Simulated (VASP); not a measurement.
Mg3BiSb, 5 atoms in the cell. The structure is cubic, space group Pm-3m (No. 221). Conventional cell: a = 5.336 Å, b = 5.336 Å, c = 5.336 Å, α = 90.00°, β = 90.00°, γ = 90.00°. Within 3.5 Å of Mg (site symmetry 4/mmm) lie 2 Sb at 2.67 Å. Sb (site symmetry m-3m) has 6 Mg at 2.67 Å within 3.5 Å. Bi (site symmetry m-3m) has 12 Mg at 3.77 Å and 8 Sb at 4.62 Å within 5.0 Å. 

- Program: VASP 6.6.1
- Task: single point
- Functional: PBE
- Potentials or basis: VASP PAW PBE potentials, release 64 (Mg, Sb, Bi_d)
- Cutoff: 520 eV
- k mesh: 4 × 4 × 4
- Occupations: gaussian, width 0.1 eV
- Spin: no spin polarisation
- Dipole correction: no
- Further INCAR settings: ALGO = Fast; EDIFF = 1e-06; NBANDS = 21

Potentials or basis: VASP PAW PBE potentials, release 64 (Mg, Sb, Bi_d).

Run with:

```bash
$ cat potpaw_PBE.64/Mg/POTCAR potpaw_PBE.64/Sb/POTCAR potpaw_PBE.64/Bi_d/POTCAR > POTCAR
$ mpirun -np 1 vasp_std > vasp.out
```

Hardware: 1 thread of Intel(R) Xeon(R) Platinum 8259CL CPU @ 2.50GHz (Skylake/Cascade Lake) (shared host).

Problem. Estimate the wall time of this run.

Solution. It took 49 s on 1 thread of Intel(R) Xeon(R) Platinum 8259CL CPU @ 2.50GHz (Skylake/Cascade Lake) (shared host), peak memory 0.25 GiB. Counts: scf iterations 15, k points 10.
